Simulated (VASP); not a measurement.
# Au (P6/mmm) in VASP: notebook

Runs on Au. Level: PBE. Tasks: single point.

All numbers are computed with VASP 6.6.1; they aren't measurements. Logs are shortened: lines on timing, memory, paths and dates and some standing lists are left out, and cuts for length are marked.

## 1. The cell of the first run

It takes space group P6/mmm (No. 191, hexagonal). Conventional cell: a = 2.377 Å, b = 2.377 Å, c = 2.294 Å, α = 90.00°, β = 90.00°, γ = 120.00°. Au (site symmetry 6/mmm) has 8 Au at 2.29 to 2.38 Å within 3.0 Å.

## 2. Single point, PBE

Input file INCAR:

```
SYSTEM = Au
PREC = Accurate
ENCUT = 520
EDIFF = 1E-6
ISMEAR = -1
SIGMA = 0.08
LREAL = .False.
LASPH = .True.
NELM = 100
ALGO = Normal
ISIF = 2
LWAVE = .False.
LCHARG = .True.
GGA = PE
LELF = .True.
LVHAR = .True.
NBANDS = 12
```

Input file KPOINTS:

```
Automatic mesh
0
Gamma
  15 15 14
  0 0 0
```

Input file POSCAR:

```
Au
1.0
    2.3766507869      0.0000000000      0.0000000000
   -1.1883253934      2.0582399574      0.0000000000
    0.0000000000      0.0000000000      2.2937336746
Au
1
Direct
    0.0000000000      0.0000000000      0.0000000000
```

Potentials or basis: VASP PAW PBE potentials, release 64 (Au).

Launch:

```bash
$ cat potpaw_PBE.64/Au/POTCAR > POTCAR
$ mpirun -np 1 vasp_std > vasp.out
```

OUTCAR:

```text
SYSTEM = Au
   PREC = Accurate
   ENCUT = 520
   EDIFF = 1E-6
   ISMEAR = -1
   LREAL = .False.
   LASPH = .True.
   NELM = 100
   ISIF = 2
   GGA = PE

 ion  position               nearest neighbor table
   1  0.000  0.000  0.000-

  LATTYP: Found a hexagonal cell.
 ALAT       =     2.3766507869
 C/A-ratio  =     0.9651117814

  Lattice vectors:

 A1 = (   2.3766507869,   0.0000000000,   0.0000000000)
 A2 = (  -1.1883253934,   2.0582399574,   0.0000000000)
 A3 = (   0.0000000000,   0.0000000000,   2.2937336746)

Analysis of symmetry for initial positions (statically):
=====================================================================
 Subroutine PRICEL returns:
 Original cell was already a primitive cell.

 Routine SETGRP: Setting up the symmetry group for a
 hexagonal supercell.

 Subroutine GETGRP returns: Found 24 space group operations
 (whereof 24 operations were pure point group operations)
 out of a pool of 24 trial point group operations.

The static configuration has the point symmetry D_6h.

Analysis of symmetry for dynamics (positions and initial velocities):
=====================================================================
 Subroutine PRICEL returns:
 Original cell was already a primitive cell.

 Routine SETGRP: Setting up the symmetry group for a
 hexagonal supercell.

 Subroutine GETGRP returns: Found 24 space group operations
 (whereof 24 operations were pure point group operations)
 out of a pool of 24 trial point group operations.

The dynamic configuration has the point symmetry D_6h.

 Subroutine INISYM returns: Found 24 space group operations
 (whereof 24 operations are pure point group operations),
 and found     1 'primitive' translations

----------------------------------------------------------------------------------------

                                     Primitive cell

  volume of cell :      11.2203

  direct lattice vectors                    reciprocal lattice vectors
     2.376650787  0.000000000  0.000000000     0.420760175  0.242926000  0.000000000
    -1.188325393  2.058239957  0.000000000     0.000000000  0.485852000  0.000000000
     0.000000000  0.000000000  2.293733675     0.000000000  0.000000000  0.435970405

  length of vectors
     2.376650787  2.376650787  2.293733675     0.485852000  0.485852000  0.435970405

  position of ions in fractional coordinates (direct lattice)
     0.000000000  0.000000000  0.000000000

  ion indices of the primitive-cell ions
   primitive index   ion index
                 1           1

----------------------------------------------------------------------------------------

 KPOINTS: Automatic mesh

Automatic generation of k-mesh.
 Grid dimensions read from file:
 generate k-points for:   15   15   14

 Generating k-lattice:

  Cartesian coordinates                     Fractional coordinates (reciprocal lattice)
     0.028050678  0.016195067  0.000000000     0.066666667  0.000000000  0.000000000
     0.000000000  0.032390133  0.000000000     0.000000000  0.066666667  0.000000000
     0.000000000  0.000000000  0.031140743     0.000000000  0.000000000  0.071428571

  Length of vectors
     0.032390133  0.032390133  0.031140743

  Shift w.r.t. Gamma in fractional coordinates (k-lattice)
     0.000000000  0.000000000  0.000000000

 Subroutine IBZKPT returns following result:
 ===========================================

 Found    216 irreducible k-points:

 Following reciprocal coordinates:
            Coordinates               Weight
  0.000000  0.000000  0.000000      1.000000
  0.066667  0.000000  0.000000      6.000000
  0.133333  0.000000  0.000000      6.000000
  0.200000  0.000000  0.000000      6.000000
  0.266667  0.000000  0.000000      6.000000
  0.333333 -0.000000  0.000000      6.000000
[... 16 lines left out ...]
  0.333333  0.200000  0.000000     12.000000
  0.400000  0.200000  0.000000      6.000000
 [... further k-points ...]
   k-points           NKPTS =    216   k-points in BZ     NKDIM =    216   number of bands    NBANDS=     12
   number of dos      NEDOS =    301   number of ions     NIONS =      1
   total plane-waves  NPLWV =   5832
   dimension x,y,z NGX =    18 NGY =   18 NGZ =   18
   dimension x,y,z NGXF=    36 NGYF=   36 NGZF=   36
   ions per type =               1
   NGX,Y,Z   is equivalent  to a cutoff of  12.59, 12.59, 13.05 a.u.
   NGXF,Y,Z  is equivalent  to a cutoff of  25.18, 25.18, 26.09 a.u.
 SYSTEM =  Au
   PREC   = accura    normal or accurate (medium, high low for compatibility)
   ISTART =      0    job   : 0-new  1-cont  2-samecut
   ICHARG =      2    charge: 1-file 2-atom 10-const
   ISPIN  =      1    spin polarized calculation?
   LNONCOLLINEAR =      F non collinear calculations
   LSORBIT =      F    spin-orbit coupling
   LASPH  =      T    aspherical Exc in radial PAW
   ENCUT  =  520.0 eV  38.22 Ry    6.18 a.u.   4.42  4.42  4.26*2*pi/ulx,y,z
   NELM   =    100;   NELMIN=  2; NELMDL= -5     # of ELM steps
   EDIFF  = 0.1E-05   stopping-criterion for ELM
   LREAL  =      F    real-space projection
   EDIFFG = 0.1E-04   stopping-criterion for IOM
   NSW    =      0    number of steps for IOM
   IBRION =     -1    ionic relax: 0-MD 1-quasi-New 2-CG
   NFREE  =      0    steps in history (QN), initial steepest desc. (CG)
   ISIF   =      2    stress and relaxation
   ISYM   =      2    0-nonsym 1-usesym 2-fastsym
   POTIM  = 0.5000    time-step for ionic-motion
   TEBEG  =    0.0;   TEEND  =   0.0 temperature during run
   PSTRESS=    0.0 pullay stress
   NELECT =      11.0000    total number of electrons
   NUPDOWN=      -1.0000    fix difference up-down
   EMIN   =  10.00;   EMAX   =-10.00  energy-range for DOS
   EFERMI =   0.00;   METHOD = LEGACY
   ISMEAR =    -1;   SIGMA  =   0.08  broadening in eV -4-tet -1-fermi 0-gaus
   EFERMI_NEDOS =   21; number of points for ismear=-14 and -15
   IALGO  =     38    algorithm
   IMIX   =      4    mixing-type and parameters
     AMIX     =   0.40;   BMIX     =  1.00
     AMIX_MAG =   1.60;   BMIX_MAG =  1.00
  volume/ion in A,a.u.               =      11.22        75.72
  Fermi-wavevector in a.u.,A,eV,Ry     =   1.626314  3.073287 35.985990  2.644896
  Thomas-Fermi vector in A             =   2.719293
   LORBIT       =      0    0 simple, 1 ext, 2 COOP (PROOUT), +10 PAW based schemes
   GGA     = PE    functional components
[... 5 lines left out ...]
 non-spin polarized calculation
  energy-cutoff  :      520.00
  volume of cell :       11.22
 maximum number of plane-waves:       320
 NGX is ok and might be reduce to    18

 number of electron      11.0000002 magnetization

 Free energy of the ion-electron system (eV)
  ---------------------------------------------------
  ext. energy  EPLUGINS =         0.00000000
  ---------------------------------------------------
  free energy    TOTEN  =         1.19526100 eV

  energy without entropy =        1.20208135  energy(sigma->0) =        1.19867117

 E-fermi :  18.4832     XC(G=0): -15.2735

 val. band max:       18.4566059213   @ k =   0.3333   0.1333   0.0714
 cond. band min:      18.4960914159   @ k =   0.2667   0.2667   0.5000
 fundamental gap:      0.0394854946
 Fermi energy:        18.4832259162

 k-point     1 :       0.0000    0.0000    0.0000
  band No.  band energies     occupation
      1       3.2374      2.00000
      2       6.2292      2.00000
      3      10.3562      2.00000
      4      10.3562      2.00000
      5      16.5540      2.00000
      6      16.5540      2.00000
      7      31.6456      0.00000
      8      33.4079      0.00000
      9      41.4969      0.00000
     10      41.4969      0.00000
     11      44.1992      0.00000
     12      50.5309      0.00000

 k-point     2 :       0.0667    0.0000    0.0000
  band No.  band energies     occupation
      1       3.4862      2.00000
      2       6.3241      2.00000
      3      10.1694      2.00000
      4      10.5692      2.00000
      5      16.3035      2.00000
      6      16.5117      2.00000
      7      32.1483      0.00000
      8      33.8877      0.00000
      9      39.7519      0.00000
     10      40.9881      0.00000
     11      45.2851      0.00000
     12      50.7646      0.00000

 k-point     3 :       0.1333    0.0000    0.0000
  band No.  band energies     occupation
      1       4.1726      2.00000
      2       6.5980      2.00000
      3       9.7368      2.00000
      4      11.1951      2.00000
      5      15.6495      2.00000
      6      16.3934      2.00000
      7      33.4193      0.00000
      8      35.2032      0.00000
      9      37.1727      0.00000
     10      39.7459      0.00000
     11      45.6731      0.00000
     12      51.3040      0.00000
[... 286 lines left out ...]
 k-point    23 :       0.3333    0.2000    0.0000
  band No.  band energies     occupation
      1       7.5242      2.00000
      2       7.9244      2.00000
      3      11.2688      2.00000
      4      12.8861      2.00000
      5      14.6855      2.00000
      6      20.2965      0.00000
      7      24.6462      0.00000
      8      28.3762      0.00000
      9      37.6340      0.00000
     10      44.8795      0.00000
     11      45.0817      0.00000
     12      49.4339      0.00000

 k-point    24 :       0.4000    0.2000    0.0000
  band No.  band energies     occupation
      1       7.4389      2.00000
      2       8.0071      2.00000
      3      11.8079      2.00000
      4      12.8249      2.00000
      5      14.5878      2.00000
      6      21.1795      0.00000
      7      23.6233      0.00000
      8      27.8504      0.00000
      9      37.7197      0.00000
     10      44.3445      0.00000
     11      44.9637      0.00000
     12      49.5189      0.00000

 [... further k-points ...]
[... 5 lines left out ...]
  --------------------------------------------------------------------------------------
  -------------------------------------------------------------------------------------
  Total       21.3831715     21.3831715     21.3140093      0.0000000      0.0000000     -0.0000000
  in kB     3053.3622514   3053.3622515   3043.4863876      0.0000001      0.0000000     -0.0000000
  external PRESSURE =    3050.0702968 kB  Pullay stress =       0.0000000 kB

 VOLUME and BASIS-vectors are now :
 -----------------------------------------------------------------------------
  energy-cutoff  :      520.00
  volume of cell :       11.22
      direct lattice vectors                 reciprocal lattice vectors
     2.376650787  0.000000000  0.000000000     0.420760175  0.242926000  0.000000000
    -1.188325393  2.058239957  0.000000000     0.000000000  0.485852000  0.000000000
     0.000000000  0.000000000  2.293733675     0.000000000  0.000000000  0.435970405

 POSITION                                       TOTAL-FORCE (eV/Angst)
 -----------------------------------------------------------------------------------
      0.00000      0.00000      0.00000         0.000000      0.000000      0.000000
 -----------------------------------------------------------------------------------
    total drift:                                0.000000      0.000000      0.000000

  FREE ENERGIE OF THE ION-ELECTRON SYSTEM (eV)
  ---------------------------------------------------
  free  energy   TOTEN  =         1.1952609951 eV

  energy  without entropy=        1.2020813488  energy(sigma->0) =        1.19867117
```

Run time: 13 s. Hardware: 1 thread of Intel Xeon Platinum 8559C (Emerald Rapids), shared host; peak memory 0.14 GiB.

What came out:

* Free energy: 1.1953 eV
* Pressure: 305.0 GPa

Caveat: spin-orbit coupling is left out, which moves the levels of the heavy elements.

## 3. Single point, PBE

Input file INCAR:

```
PREC     = Accurate       # precision mode
ENCUT    = 520            # plane-wave cutoff, eV
EDIFF    = 1E-7           # SCF threshold, eV
ISMEAR   = -1             # smearing method
SIGMA    = 0.08           # smearing width, eV
LREAL    = F              # projectors in reciprocal space
LASPH    = T              # aspherical terms in the spheres
NELM     = 80             # most SCF steps
ALGO     = Normal         # electronic algorithm
ISIF     = 2              # what is computed and relaxed
LWAVE    = F              # write WAVECAR
LCHARG   = F              # write CHGCAR
GGA      = PE             # functional
NBANDS   = 12             # bands
```

Input file KPOINTS:

```
regular mesh
0
Gamma
  15 15 14
```

POSCAR is that of step 2.

Potentials or basis: VASP PAW PBE potentials, release 64 (Au).

Launch:

```bash
$ cat potpaw_PBE.64/Au/POTCAR > POTCAR
$ mpirun -np 1 vasp_std > vasp.out
```

It took 14 s on 1 thread of Intel Xeon Platinum 8559C (Emerald Rapids), shared host; peak memory 0.14 GiB.

It converged, with:

```yaml
Free_energy: 1.1953 eV
Pressure: 305.0 GPa
```

Stress tensor (GPa, compression positive):
```
305.35   0.00   0.00
  0.00 305.35   0.00
  0.00   0.00 304.38
```

Levels at points of the mesh, in eV from the Fermi level:
| k point | band 2 | band 3 | band 4 | band 5 | band 6 | band 7 | band 8 | band 9 | band 10 | band 11 |
| --- | --- | --- | --- | --- | --- | --- | --- | --- | --- | --- |
| (0.00, 0.00, 0.00) | -12.25 | -8.13 | -8.13 | -1.93 | -1.93 | 13.16 | 14.92 | 23.01 | 23.01 | 25.72 |
| (0.00, 0.00, 0.50) | -7.36 | -7.36 | -5.43 | -5.43 | -4.76 | 4.84 | 16.59 | 21.28 | 21.28 | 21.94 |

Caveat: spin-orbit coupling is left out, which moves the levels of the heavy elements.

## 4. Single point, PBE

This run uses another cell than the first one, of 13.15 Å³/atom, 1.172 times its volume.

Input file INCAR:

```
SYSTEM = Au
PREC = Accurate ; ENCUT = 520
EDIFF = 1E-6 ; ISMEAR = -1
SIGMA = 0.08 ; LREAL = .False.
LASPH = .True. ; NELM = 100
ALGO = Normal ; ISIF = 2
LWAVE = .False. ; LCHARG = .False.
GGA = PE ; NBANDS = 12
```

Input file KPOINTS:

```
Automatic mesh
0
Gamma
  15 15 14
  0 0 0
```

Input file POSCAR:

```
Au
1.0
    2.5016451178      0.0000000000      0.0000000000
   -1.2508225589      2.1664882233      0.0000000000
    0.0000000000      0.0000000000      2.4271870962
Au
1
Direct
    0.0000000000      0.0000000000      0.0000000000
```

Launch:

```bash
$ cat potpaw_PBE.64/Au/POTCAR > POTCAR
$ mpirun -np 1 vasp_std > vasp.out
```

Wall time 14 s (1 thread of Intel Xeon Platinum 8559C (Emerald Rapids), shared host); peak memory 0.15 GiB.

Results (log left out):

| Quantity | Value |
| --- | --- |
| Free energy | -1.3695 eV |
| Pressure | 140.3 GPa |

Stress tensor (GPa, compression positive):
```
140.30   0.00   0.00
  0.00 140.30   0.00
  0.00   0.00 140.17
```

Levels at points of the mesh, in eV from the Fermi level:
```tsv
k point	band 3	band 4	band 5	band 6	band 7	band 8	band 9	band 10
(0.00, 0.00, 0.00)	-6.55	-6.55	-1.80	-1.80	14.31	14.41	22.01	22.01
(0.00, 0.00, 0.50)	-5.99	-4.37	-4.37	-3.48	3.59	17.39	21.55	21.55
```

Caveat: spin-orbit coupling is left out, which moves the levels of the heavy elements.
